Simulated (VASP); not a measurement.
A run of VASP 6.6.1 is set up as follows.

File INCAR:

```
PREC = Accurate
ENCUT = 520
EDIFF = 1E-6
ISMEAR = 0
SIGMA = 0.1
LREAL = False
LASPH = True
NELM = 60
ALGO = Normal
ISIF = 2
LWAVE = False
LCHARG = True
LDIPOL = True
IDIPOL = 3
DIPOL = 0.5 0.5 0.292
GGA = PE
LELF = True
LVHAR = True
LVACPOTAV = True
NBANDS = 11
```

KPOINTS

```
Automatic mesh
0
Gamma
  8 6 1
```

POSCAR

```
Si
1.0
    2.4040402747      0.0000000000      0.0000000000
    0.0000000000      3.4976279210      0.0000000000
    0.0000000000      0.0000000000     27.4086342400
Si
2
Direct
    0.0000000000      0.0000000000      0.3200201587
    0.5000000000      0.5000000000      0.2637374945
```

Potentials or basis: VASP PAW PBE potentials, release 64 (Si).

Launch:

```bash
$ cat potpaw_PBE.64/Si/POTCAR > POTCAR
$ mpirun -np 1 vasp_std > vasp.out
```

**Question.** What does it give for the band gap on the k mesh?

**Answer.** Zero (band 4 reaches -1.61 eV, above the bottom of band 5 at -3.10 eV).

**Question.** Estimate the largest force.

**Answer.** 0.023 eV/Å.

Forces on the atoms (eV/Å):
```
Si   0.000  0.000 -0.023
Si   0.000  0.000  0.023
```
